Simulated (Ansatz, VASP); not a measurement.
**One calculation of LiCl, two programs**

INCAR

```
PREC     = Accurate       # precision mode
ENCUT    = 520            # plane-wave cutoff, eV
EDIFF    = 1E-7           # SCF threshold, eV
ISMEAR   = 0              # smearing method
SIGMA    = 0.1            # smearing width, eV
LREAL    = F              # projectors in reciprocal space
LASPH    = T              # aspherical terms in the spheres
NELM     = 60             # most SCF steps
ALGO     = Normal         # electronic algorithm
ISIF     = 2              # what is computed and relaxed
LWAVE    = F              # write WAVECAR
LCHARG   = F              # write CHGCAR
GGA      = PE             # functional
NBANDS   = 24             # bands
```

The input KPOINTS:

```
regular mesh
0
Gamma
  4 6 6
```

File POSCAR:

```
LiCl
1.0
    4.6791903500      0.0000000000      0.0000000000
    0.0000000000      4.9424914000      0.0000000000
    0.0000000000     -2.4712457000      4.2803231100
Li Cl
3 3
Direct
    0.5833333300      0.5319189500      0.7659594700
    0.9166666700      0.2340405300      0.7659594700
    0.0833333300      0.4680810500      0.2340405300
    0.2500000000      0.2340405300      0.4680810500
    0.7500000000      0.7659594700      0.5319189500
    0.4166666700      0.7659594700      0.2340405300
```

Input for Ansatz:

```yaml
crystal:
  lattice:
    - [4.67919035, 0.0, 0.0]
    - [0.0, 4.9424914, 0.0]
    - [0.0, -2.4712457, 4.28032311]
  atoms:
    - { symbol: Li, position: [0.58333333, 0.53191895, 0.76595947] }
    - { symbol: Li, position: [0.91666667, 0.23404053, 0.76595947] }
    - { symbol: Li, position: [0.08333333, 0.46808105, 0.23404053] }
    - { symbol: Cl, position: [0.25, 0.23404053, 0.46808105] }
    - { symbol: Cl, position: [0.75, 0.76595947, 0.53191895] }
    - { symbol: Cl, position: [0.41666667, 0.76595947, 0.23404053] }
basis:
  ecutwfc: 420
kpoints:
  mp_grid: { grid: [4, 6, 6] }
hamiltonian:
  xc: pbe
scf:
  occupations: { method: gaussian, width: 0.1 }
  lower_state_search: "off"
output:
  forces: true
  stress: true
  eigenvalues: true
```

Alike in both runs: task single point; functional PBE; k mesh 4 × 6 × 6; occupations gaussian, width 0.1 eV; no spin polarisation.

```csv
,VASP,Ansatz
version,VASP 6.6.1,Ansatz 0.2.0
potentials or method,"VASP PAW PBE potentials, release 64 (Li_sv, Cl), cutoff 520 eV","scalar-relativistic, plane waves, PAW"
valence electrons in the cell,30,30
```

```tsv
	VASP	Ansatz	Ansatz less VASP
gap on the k mesh at the Fermi level (eV)	0.77	0.75	-0.017
least direct gap on the mesh (eV)	1.16	1.15	-0.016
rms of the force components (eV/Å)	3.393	3.403	+0.0100
```

Atom by atom the forces differ by 0.013 eV/Å (rms over components).

Noted on VASP's run: the cutoff is short for stress, so the pressure is rough.
